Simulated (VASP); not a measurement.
# NaCl (I4/mmm) in VASP: single point with PBE

Aim: the single point of NaCl with PBE.

Program: VASP 6.6.1. These are calculated values, not measurements. Logs are shortened: lines on timing, memory, paths and dates and some standing lists are left out, and cuts for length are marked.

**1. The cell of the first run**

It takes space group I4/mmm (No. 139, tetragonal). The conventional cell has a = 4.325 Å, b = 4.325 Å, c = 5.890 Å, α = 90.00°, β = 90.00°, γ = 90.00°. Within 3.9 Å of Na (site symmetry 4/mmm) lie 6 Cl at 2.95 to 3.06 Å. Within 3.9 Å of Cl (site symmetry 4/mmm) lie 6 Na at 2.95 to 3.06 Å.

**2. Single point, PBE (strain +0.080 along x and y, +0.040 along z)**

Contents of INCAR:

```
SYSTEM = NaCl
PREC     = Accurate       ! precision mode
ENCUT    = 520            ! plane-wave cutoff, eV
EDIFF    = 1E-6           ! SCF threshold, eV
ISMEAR   = 0              ! smearing method
SIGMA    = 0.05           ! smearing width, eV
LREAL    = .False.        ! projectors in reciprocal space
LASPH    = .True.         ! aspherical terms in the spheres
NELM     = 60             ! most SCF steps
ALGO     = Normal         ! electronic algorithm
ISIF     = 2              ! what is computed and relaxed
LWAVE    = .False.        ! write WAVECAR
LCHARG   = .False.        ! write CHGCAR
GGA      = PE             ! functional
NBANDS   = 14             ! bands
```

Contents of KPOINTS:

```
regular mesh
0
Gamma
  8 8 8
  0 0 0
```

Contents of POSCAR:

```
NaCl
1.0
    0.0000000000      3.0582900000      2.9450200000
    3.0582900000      0.0000000000      2.9450200000
    3.0582900000      3.0582900000      0.0000000000
Na Cl
1 1
Direct
    0.0000000000      0.0000000000      0.0000000000
    0.5000000000      0.5000000000      0.5000000000
```

Potentials or basis: VASP PAW PBE potentials, release 64 (Na_pv, Cl).

Launch:

```sh
$ cat potpaw_PBE.64/Na_pv/POTCAR potpaw_PBE.64/Cl/POTCAR > POTCAR
$ mpirun -np 1 vasp_std > vasp.out
```

OUTCAR:

```text
SYSTEM = NaCl
   PREC = Accurate
   ENCUT = 520
   EDIFF = 1E-6
   ISMEAR = 0
   LREAL = .False.
   LASPH = .True.
   NELM = 60
   ISIF = 2
   GGA = PE

 ion  position               nearest neighbor table
   1  0.000  0.000  0.000-
   2  0.500  0.500  0.500-

  LATTYP: Found a body centered tetragonal cell.
 ALAT       =     4.3250751957
 C/A-ratio  =     1.3618352823

  Lattice vectors:

 A1 = (   0.0000000000,  -3.0582900000,  -2.9450200000)
 A2 = (   0.0000000000,   3.0582900000,  -2.9450200000)
 A3 = (   3.0582900000,   0.0000000000,   2.9450200000)

Analysis of symmetry for initial positions (statically):
=====================================================================
 Subroutine PRICEL returns:
 Original cell was already a primitive cell.

 Routine SETGRP: Setting up the symmetry group for a
 body centered tetragonal supercell.

 Subroutine GETGRP returns: Found 16 space group operations
 (whereof 16 operations were pure point group operations)
 out of a pool of 16 trial point group operations.

The static configuration has the point symmetry D_4h.

Analysis of symmetry for dynamics (positions and initial velocities):
=====================================================================
 Subroutine PRICEL returns:
 Original cell was already a primitive cell.

 Routine SETGRP: Setting up the symmetry group for a
 body centered tetragonal supercell.

 Subroutine GETGRP returns: Found 16 space group operations
 (whereof 16 operations were pure point group operations)
 out of a pool of 16 trial point group operations.

The dynamic configuration has the point symmetry D_4h.

 Subroutine INISYM returns: Found 16 space group operations
 (whereof 16 operations are pure point group operations),
 and found     1 'primitive' translations

----------------------------------------------------------------------------------------

                                     Primitive cell

  volume of cell :      55.0904

  direct lattice vectors                    reciprocal lattice vectors
     0.000000000  3.058290000  2.945020000    -0.163490055  0.163490055  0.169778134
     3.058290000  0.000000000  2.945020000     0.163490055 -0.163490055  0.169778134
     3.058290000  3.058290000  0.000000000     0.163490055  0.163490055 -0.169778134

  length of vectors
     4.245736747  4.245736747  4.325075196     0.286849457  0.286849457  0.286849457

  position of ions in fractional coordinates (direct lattice)
     0.000000000  0.000000000  0.000000000
[... 76 lines left out ...]
   ENCUT  =  520.0 eV  38.22 Ry    6.18 a.u.   7.89  7.89  8.04*2*pi/ulx,y,z
   NELM   =     60;   NELMIN=  2; NELMDL= -5     # of ELM steps
   EDIFF  = 0.1E-05   stopping-criterion for ELM
   LREAL  =      F    real-space projection
[... 7 lines left out ...]
   TEBEG  =    0.0;   TEEND  =   0.0 temperature during run
   PSTRESS=    0.0 pullay stress
   NELECT =      14.0000    total number of electrons
   NUPDOWN=      -1.0000    fix difference up-down
   EMIN   =  10.00;   EMAX   =-10.00  energy-range for DOS
   EFERMI =   0.00;   METHOD = LEGACY
   ISMEAR =     0;   SIGMA  =   0.05  broadening in eV -4-tet -1-fermi 0-gaus
   EFERMI_NEDOS =   21; number of points for ismear=-14 and -15
   IALGO  =     38    algorithm
   IMIX   =      4    mixing-type and parameters
     AMIX     =   0.40;   BMIX     =  1.00
     AMIX_MAG =   1.60;   BMIX_MAG =  1.00
  volume/ion in A,a.u.               =      27.55       185.88
  Fermi-wavevector in a.u.,A,eV,Ry     =   1.036953  1.959557 14.629951  1.075271
  Thomas-Fermi vector in A             =   2.171368
   LORBIT       =      0    0 simple, 1 ext, 2 COOP (PROOUT), +10 PAW based schemes
   GGA     = PE    functional components
   LHFCALC =     F    Hartree Fock is set to
   AEXX    =    0.0000 exact exchange contribution
   IVDW    =     0    specifies the selected vdW correction
   LEPSILON=     F    determine dielectric tensor
   LRPA    =     F    only Hartree local field effects (RPA)
 non-spin polarized calculation
 Gauss-broadening in eV      SIGMA  =   0.05
  energy-cutoff  :      520.00
  volume of cell :       55.09
 maximum number of plane-waves:      1506
   NGX = 15   NGY = 15   NGZ = 17

 number of electron      14.0000002 magnetization

 Free energy of the ion-electron system (eV)
  ---------------------------------------------------
  ext. energy  EPLUGINS =         0.00000000
  ---------------------------------------------------
  free energy    TOTEN  =        -6.68619226 eV

  energy without entropy =       -6.68619226  energy(sigma->0) =       -6.68619226

 E-fermi :  -1.4639     XC(G=0):  -7.3231

 val. band max:       -1.7440471840   @ k =   0.0000   0.0000   0.0000
 cond. band min:       2.6614995531   @ k =   0.0000   0.0000   0.0000
 fundamental gap:      4.4055467370
 Fermi energy:        -1.4639300431

 k-point     1 :       0.0000    0.0000    0.0000
  band No.  band energies     occupation
      1     -23.0481      2.00000
      2     -23.0481      2.00000
      3     -23.0392      2.00000
      4     -14.0390      2.00000
      5      -1.7859      2.00000
      6      -1.7440      2.00000
      7      -1.7440      2.00000
      8       2.6615      0.00000
      9       9.0091      0.00000
     10       9.0091      0.00000
     11       9.2510      0.00000
     12      10.7967      0.00000
     13      11.1944      0.00000
     14      12.2849      0.00000
[... 377 lines left out ...]
      1     -23.0543      2.00000
      2     -23.0494      2.00000
      3     -23.0416      2.00000
      4     -13.8971      2.00000
      5      -2.8238      2.00000
      6      -1.9841      2.00000
      7      -1.9457      2.00000
      8       4.8361      0.00000
      9       7.3034      0.00000
     10       8.2514      0.00000
     11       9.2786      0.00000
     12      10.9241      0.00000
     13      12.3175      0.00000
     14      12.9742      0.00000

 [... further k-points ...]
[... 5 lines left out ...]
  --------------------------------------------------------------------------------------
  -------------------------------------------------------------------------------------
  Total       -0.9939491     -0.9939491     -0.8725930      0.0000000      0.0000000      0.0000000
  in kB      -28.9067423    -28.9067423    -25.3773784      0.0000000      0.0000000      0.0000000
  external PRESSURE =     -27.7302877 kB  Pullay stress =       0.0000000 kB

 VOLUME and BASIS-vectors are now :
 -----------------------------------------------------------------------------
  energy-cutoff  :      520.00
  volume of cell :       55.09
      direct lattice vectors                 reciprocal lattice vectors
     0.000000000  3.058290000  2.945020000    -0.163490055  0.163490055  0.169778134
     3.058290000  0.000000000  2.945020000     0.163490055 -0.163490055  0.169778134
     3.058290000  3.058290000  0.000000000     0.163490055  0.163490055 -0.169778134

 POSITION                                       TOTAL-FORCE (eV/Angst)
 -----------------------------------------------------------------------------------
      0.00000      0.00000      0.00000         0.000000      0.000000     -0.000000
      3.05829      3.05829      2.94502         0.000000      0.000000      0.000000
 -----------------------------------------------------------------------------------
    total drift:                                0.000000     -0.000000      0.000000

  FREE ENERGIE OF THE ION-ELECTRON SYSTEM (eV)
  ---------------------------------------------------
  free  energy   TOTEN  =        -6.6861922575 eV

  energy  without entropy=       -6.6861922575  energy(sigma->0) =       -6.68619226
```

stdout:

```text
POSCAR found type information on POSCAR NaCl
 POSCAR found :  2 types and       2 ions
 scaLAPACK will be used
 LDA part: xc-table for (Slater+PW92), standard interpolation
 POSCAR, INCAR and KPOINTS ok, starting setup
 FFT: planning ... GRIDC
 FFT: planning ... GRID_SOFT
 FFT: planning ... GRID
 WAVECAR not read
 entering main loop
```

Run time: 23 s. Hardware: 1 thread of Intel Xeon 6975P-C, shared host; peak memory 0.19 GiB.

Results:

- Free energy: -6.6862 eV
- Pressure: -2.8 GPa
- Band gap on the k mesh: 4.41 eV, direct

Caveat: the cell differs from its parent crystal (strain +0.080 along x and y, +0.040 along z). A k mesh can miss the band edges.
